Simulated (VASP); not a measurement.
# Os (Fmmm) in VASP: single point with PBEsol

Aim: the single point of Os with PBEsol.

Everything below comes from runs of VASP 6.6.1. Logs are shortened: lines on timing, memory, paths and dates and some standing lists are left out, and cuts for length are marked.

## (1) The cell of the first run

It takes space group Fmmm (No. 69, orthorhombic). Conventional cell: a = 3.888 Å, b = 3.908 Å, c = 8.253 Å, α = 90.00°, β = 90.00°, γ = 90.00°. Os (site symmetry mm2) has 9 Os at 2.48 to 2.76 Å within 3.3 Å.

## (2) Single point, PBEsol

The input, INCAR:

```
SYSTEM = Os
PREC = Accurate
ENCUT = 560
EDIFF = 1E-6
ISMEAR = 0
SIGMA = 0.1
LREAL = .FALSE.
LASPH = .TRUE.
NELM = 120
ALGO = Normal
ISIF = 2
LWAVE = .FALSE.
LCHARG = .FALSE.
GGA = PS
NBANDS = 40
GGA_COMPAT = .FALSE.
```

The input, KPOINTS:

```
regular mesh
0
G
  6 6 4
  0 0 0
```

The input, POSCAR:

```
Os
1.0
    1.9539176024     -4.1265497201      0.0000000000
    1.9539176024      4.1265497201      0.0000000000
    0.0000000000      0.0000000000      3.8882621327
Os
4
Direct
    0.1502828779      0.8497171221     -0.0000084791
    0.6502828779      0.3497171221      0.5000084791
    0.8497171221      0.1502828779      1.0000084791
    0.3497171221      0.6502828779      0.4999915209
```

Potentials or basis: VASP PAW PBE potentials, release 64 (Os_sv_GW).

Launch:

```
$ cat potpaw_PBE.64/Os_sv_GW/POTCAR > POTCAR
$ mpirun -np 1 vasp_std > vasp.out
```

OUTCAR:

```text
SYSTEM = Os
   PREC = Accurate
   ENCUT = 560
   EDIFF = 1E-6
   ISMEAR = 0
   LREAL = .FALSE.
   LASPH = .TRUE.
   NELM = 120
   ISIF = 2
   GGA = PS

 ion  position               nearest neighbor table
   1  0.150  0.850  1.000-   3 2.48   4 2.55   4 2.55   3 2.55   3 2.55   2 2.76   2 2.76   2 2.76
                             2 2.76
   2  0.650  0.350  0.500-   4 2.48   3 2.55   3 2.55   4 2.55   4 2.55   1 2.76   1 2.76   1 2.76
                             1 2.76
   3  0.850  0.150  0.000-   1 2.48   2 2.55   2 2.55   1 2.55   1 2.55   4 2.76   4 2.76   4 2.76
                             4 2.76
   4  0.350  0.650  0.500-   2 2.48   1 2.55   1 2.55   2 2.55   2 2.55   3 2.76   3 2.76   3 2.76
                             3 2.76

  LATTYP: Found a base centered orthorhombic cell.
 ALAT       =     3.9078352048
 B/A-ratio  =     2.1119364066
 C/A-ratio  =     0.9949913261

  Lattice vectors:

 A1 = (   1.9539176024,  -4.1265497201,   0.0000000000)
 A2 = (   1.9539176024,   4.1265497201,   0.0000000000)
 A3 = (   0.0000000000,   0.0000000000,   3.8882621327)

Analysis of symmetry for initial positions (statically):
=====================================================================
 Subroutine PRICEL returns:
 Original cell was already a primitive cell.

 Routine SETGRP: Setting up the symmetry group for a
 base centered orthorhombic supercell.

 Subroutine GETGRP returns: Found  8 space group operations
 (whereof  4 operations were pure point group operations)
 out of a pool of  8 trial point group operations.

The static configuration has the point symmetry C_2h.
 The point group associated with its full space group is D_2h.

Analysis of symmetry for dynamics (positions and initial velocities):
=====================================================================
 Subroutine PRICEL returns:
 Original cell was already a primitive cell.

 Routine SETGRP: Setting up the symmetry group for a
 base centered orthorhombic supercell.

 Subroutine GETGRP returns: Found  8 space group operations
 (whereof  4 operations were pure point group operations)
 out of a pool of  8 trial point group operations.

The dynamic configuration has the point symmetry C_2h.
 The point group associated with its full space group is D_2h.

 Subroutine INISYM returns: Found  8 space group operations
 (whereof  4 operations are pure point group operations),
 and found     1 'primitive' translations

----------------------------------------------------------------------------------------

                                     Primitive cell

  volume of cell :      62.7016

  direct lattice vectors                    reciprocal lattice vectors
     1.953917602 -4.126549720  0.000000000     0.255896154 -0.121166600  0.000000000
     1.953917602  4.126549720  0.000000000     0.255896154  0.121166600  0.000000000
     0.000000000  0.000000000  3.888262133     0.000000000  0.000000000  0.257184306

  length of vectors
     4.565764623  4.565764623  3.888262133     0.283132808  0.283132808  0.257184306

  position of ions in fractional coordinates (direct lattice)
     0.150282878  0.849717122  0.999991521
     0.650282878  0.349717122  0.500008479
     0.849717122  0.150282878  0.000008479
     0.349717122  0.650282878  0.499991521

  ion indices of the primitive-cell ions
   primitive index   ion index
                 1           1
                 2           2
                 3           3
                 4           4

----------------------------------------------------------------------------------------

 KPOINTS: regular mesh

Automatic generation of k-mesh.
 Grid dimensions read from file:
 generate k-points for:    6    6    4

 Generating k-lattice:

  Cartesian coordinates                     Fractional coordinates (reciprocal lattice)
     0.042649359 -0.020194433  0.000000000     0.166666667  0.000000000  0.000000000
     0.042649359  0.020194433  0.000000000     0.000000000  0.166666667  0.000000000
     0.000000000  0.000000000  0.064296077     0.000000000  0.000000000  0.250000000

  Length of vectors
     0.047188801  0.047188801  0.064296077

  Shift w.r.t. Gamma in fractional coordinates (k-lattice)
     0.000000000  0.000000000  0.000000000

 Subroutine IBZKPT returns following result:
 ===========================================

 Found     39 irreducible k-points:

 Following reciprocal coordinates:
            Coordinates               Weight
  0.000000  0.000000  0.000000      1.000000
  0.166667 -0.000000  0.000000      4.000000
  0.333333 -0.000000  0.000000      4.000000
  0.500000 -0.000000  0.000000      2.000000
  0.166667  0.166667  0.000000      2.000000
  0.333333  0.166667  0.000000      4.000000
[... 16 lines left out ...]
  0.333333  0.333333  0.250000      4.000000
  0.500000  0.333333  0.250000      8.000000
 [... further k-points ...]
   k-points           NKPTS =     39   k-points in BZ     NKDIM =     39   number of bands    NBANDS=     40
   number of dos      NEDOS =    301   number of ions     NIONS =      4
   total plane-waves  NPLWV =  38880
   dimension x,y,z NGX =    36 NGY =   36 NGZ =   30
   dimension x,y,z NGXF=    72 NGYF=   72 NGZF=   60
   ions per type =               4
   NGX,Y,Z   is equivalent  to a cutoff of  13.11, 13.11, 12.83 a.u.
   NGXF,Y,Z  is equivalent  to a cutoff of  26.22, 26.22, 25.65 a.u.
 SYSTEM =  Os
   PREC   = accura    normal or accurate (medium, high low for compatibility)
   ISTART =      0    job   : 0-new  1-cont  2-samecut
   ICHARG =      2    charge: 1-file 2-atom 10-const
   ISPIN  =      1    spin polarized calculation?
   LNONCOLLINEAR =      F non collinear calculations
   LSORBIT =      F    spin-orbit coupling
   LASPH  =      T    aspherical Exc in radial PAW
   ENCUT  =  560.0 eV  41.16 Ry    6.42 a.u.   8.81  8.81  7.50*2*pi/ulx,y,z
   NELM   =    120;   NELMIN=  2; NELMDL= -5     # of ELM steps
   EDIFF  = 0.1E-05   stopping-criterion for ELM
   LREAL  =      F    real-space projection
   EDIFFG = 0.1E-04   stopping-criterion for IOM
   NSW    =      0    number of steps for IOM
   IBRION =     -1    ionic relax: 0-MD 1-quasi-New 2-CG
   NFREE  =      0    steps in history (QN), initial steepest desc. (CG)
   ISIF   =      2    stress and relaxation
   ISYM   =      2    0-nonsym 1-usesym 2-fastsym
   POTIM  = 0.5000    time-step for ionic-motion
   TEBEG  =    0.0;   TEEND  =   0.0 temperature during run
   PSTRESS=    0.0 pullay stress
   NELECT =      64.0000    total number of electrons
   NUPDOWN=      -1.0000    fix difference up-down
   EMIN   =  10.00;   EMAX   =-10.00  energy-range for DOS
   EFERMI =   0.00;   METHOD = LEGACY
   ISMEAR =     0;   SIGMA  =   0.10  broadening in eV -4-tet -1-fermi 0-gaus
   EFERMI_NEDOS =   21; number of points for ismear=-14 and -15
   IALGO  =     38    algorithm
   IMIX   =      4    mixing-type and parameters
     AMIX     =   0.40;   BMIX     =  1.00
     AMIX_MAG =   1.60;   BMIX_MAG =  1.00
  volume/ion in A,a.u.               =      15.68       105.78
  Fermi-wavevector in a.u.,A,eV,Ry     =   1.648321  3.114876 36.966527  2.716963
  Thomas-Fermi vector in A             =   2.737630
   LORBIT       =      0    0 simple, 1 ext, 2 COOP (PROOUT), +10 PAW based schemes
   GGA     = PS    functional components
   LHFCALC =     F    Hartree Fock is set to
   AEXX    =    0.0000 exact exchange contribution
   IVDW    =     0    specifies the selected vdW correction
   LEPSILON=     F    determine dielectric tensor
   LRPA    =     F    only Hartree local field effects (RPA)
 non-spin polarized calculation
 Gauss-broadening in eV      SIGMA  =   0.10
  energy-cutoff  :      560.00
  volume of cell :       62.70
 maximum number of plane-waves:      1907
   NGX = 17   NGY = 17   NGZ = 15

 number of electron      63.9999997 magnetization

 Free energy of the ion-electron system (eV)
  ---------------------------------------------------
  ext. energy  EPLUGINS =         0.00000000
  ---------------------------------------------------
  free energy    TOTEN  =       -51.19710793 eV

  energy without entropy =      -51.19037829  energy(sigma->0) =      -51.19374311

 E-fermi :  11.4239     XC(G=0): -13.8618

 val. band max:       11.3927484799   @ k =   0.5000   0.5000   0.0000
 cond. band min:      11.4263777931   @ k =   0.5000   0.1667   0.0000
 fundamental gap:      0.0336293132
 Fermi energy:        11.4238921805

 k-point     1 :       0.0000    0.0000    0.0000
  band No.  band energies     occupation
      1     -74.9903      2.00000
      2     -74.8653      2.00000
      3     -74.8188      2.00000
      4     -74.7981      2.00000
      5     -35.0181      2.00000
      6     -34.7975      2.00000
[... 32 lines left out ...]
     39      14.6374      0.00000
     40      18.7646      0.00000

 k-point     2 :       0.1667   -0.0000    0.0000
  band No.  band energies     occupation
      1     -74.9796      2.00000
      2     -74.8652      2.00000
      3     -74.8260      2.00000
      4     -74.8015      2.00000
      5     -34.9837      2.00000
      6     -34.7587      2.00000
[... 32 lines left out ...]
     39      17.0056      0.00000
     40      17.0477      0.00000

 k-point     3 :       0.3333   -0.0000    0.0000
  band No.  band energies     occupation
      1     -74.9508      2.00000
      2     -74.8774      2.00000
      3     -74.8329      2.00000
      4     -74.8112      2.00000
      5     -34.8976      2.00000
      6     -34.7214      2.00000
[... 32 lines left out ...]
     39      16.6023      0.00000
     40      17.4358      0.00000

 k-point     4 :       0.5000   -0.0000    0.0000
  band No.  band energies     occupation
      1     -74.9123      2.00000
      2     -74.9123      2.00000
      3     -74.8239      2.00000
      4     -74.8239      2.00000
      5     -34.7993      2.00000
      6     -34.7993      2.00000
[... 32 lines left out ...]
     39      17.0999      0.00000
     40      17.0999      0.00000
[... 772 lines left out ...]
     39      15.7421      0.00000
     40      20.2827      0.00000

 k-point    23 :       0.3333    0.3333    0.2500
  band No.  band energies     occupation
      1     -74.8962      2.00000
      2     -74.8915      2.00000
      3     -74.8591      2.00000
      4     -74.8257      2.00000
      5     -34.8945      2.00000
      6     -34.7538      2.00000
[... 32 lines left out ...]
     39      14.7225      0.00000
     40      18.1235      0.00000

 k-point    24 :       0.5000    0.3333    0.2500
  band No.  band energies     occupation
      1     -74.9211      2.00000
      2     -74.8729      2.00000
      3     -74.8476      2.00000
      4     -74.8315      2.00000
      5     -34.8047      2.00000
      6     -34.6703      2.00000
[... 32 lines left out ...]
     39      16.6432      0.00000
     40      16.7564      0.00000

 [... further k-points ...]

------------------------ aborting loop because EDIFF is reached ----------------------------------------

  FORCE on cell =-STRESS in cart. coord.  units (eV):
  Direction    XX          YY          ZZ          XY          YZ          ZX
  --------------------------------------------------------------------------------------
  -------------------------------------------------------------------------------------
  Total       -0.4753910     -0.3234862     -0.4227360      0.0000000     -0.0000000      0.0000000
  in kB      -12.1473817     -8.2658502    -10.8019194      0.0000000     -0.0000000      0.0000000
  external PRESSURE =     -10.4050504 kB  Pullay stress =       0.0000000 kB

 VOLUME and BASIS-vectors are now :
 -----------------------------------------------------------------------------
  energy-cutoff  :      560.00
  volume of cell :       62.70
      direct lattice vectors                 reciprocal lattice vectors
     1.953917602 -4.126549720  0.000000000     0.255896154 -0.121166600  0.000000000
     1.953917602  4.126549720  0.000000000     0.255896154  0.121166600  0.000000000
     0.000000000  0.000000000  3.888262133     0.000000000  0.000000000  0.257184306

 POSITION                                       TOTAL-FORCE (eV/Angst)
 -----------------------------------------------------------------------------------
      1.95392      2.88625      3.88823         0.000000      0.011409      0.000639
      1.95392     -1.24030      1.94416         0.000000      0.011409     -0.000639
      1.95392     -2.88625      0.00003         0.000000     -0.011409     -0.000639
      1.95392      1.24030      1.94410         0.000000     -0.011409      0.000639
 -----------------------------------------------------------------------------------
    total drift:                                0.000000     -0.000000     -0.000000

  FREE ENERGIE OF THE ION-ELECTRON SYSTEM (eV)
  ---------------------------------------------------
  free  energy   TOTEN  =       -51.1971079266 eV

  energy  without entropy=      -51.1903782928  energy(sigma->0) =      -51.19374311
```

Wall time 93 s (1 thread of Intel Xeon Platinum 8259CL at 2.50GHz (Skylake/Cascade Lake), shared host); peak memory 0.24 GiB.

Results:

* Free energy: -51.1971 eV
* Pressure: -1.0 GPa
* Largest force: 0.011 eV/Å
* Band gap on the k mesh: zero (bands 32 and 33 overlap by 3.35 eV)

Forces on the atoms (eV/Å):
```
Os   0.000  0.011  0.001
Os   0.000  0.011 -0.001
Os   0.000 -0.011 -0.001
Os   0.000 -0.011  0.001
```

Caveat: the k points lie up to 0.40 Å⁻¹ apart, too coarse for converged energies and pressures of a metal; the PAW data sets were made with another functional, which shifts forces and pressure a little; spin-orbit coupling is left out, which moves the levels of the heavy elements.

The gap in the log of VASP goes by the Fermi energy; the results here count the filled bands.